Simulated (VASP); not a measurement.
Runs of VASP 6.6.1 on AlN. The cells are those of the table. 

```tsv
task	cell	k mesh	cutoff (eV)	smearing	gap on the mesh (eV)	pressure (GPa)	largest force (eV/Å)
relaxation of cell and atoms	relaxed from a = 5.999, b = 5.468, c = 6.003 Å, angles 86.3, 94.8, 90.6°, 18 atoms	2 × 2 × 2, shifted	600	gaussian 0.1 eV	1.71	0.0	0.03
single point	a = 5.682, b = 5.476, c = 6.318 Å, angles 90.7, 95.4, 92.9°, 18 atoms	3 × 3 × 3	520	gaussian 0.1 eV	1.68	0.0	(b)
single point	a = 5.679, b = 5.478, c = 6.313 Å, angles 90.7, 95.3, 92.9°, 18 atoms	2 × 2 × 2, shifted	520	gaussian 0.1 eV	1.72	0.1	0.08
single point	a = 5.999, b = 5.468, c = 6.003 Å, angles 86.3, 94.8, 90.6°, 18 atoms	1 × 1 × 1	520	fermi-dirac 0.05 eV	(c)	-2.3	(a)
single point	a = 5.999, b = 5.468, c = 6.003 Å, angles 86.3, 94.8, 90.6°, 18 atoms	3 × 4 × 3	520	fermi-dirac 0.3275 eV	none	11.0	7.48
```

Alike in all rows: level PBEsol; potentials or basis VASP PAW PBE potentials, release 64 (Al, N); no spin polarisation.

**Question.** Fill in the values left out.

**Answer.** (a) 1.52; (b) 0.07; (c) 2.72.

Caveats: some runs use coarse meshes; the PAW data sets were made with another functional, which shifts forces and pressure a little.

A k mesh can miss the band edges.

A gap of «none» marks levels without a gap at the run's occupations.
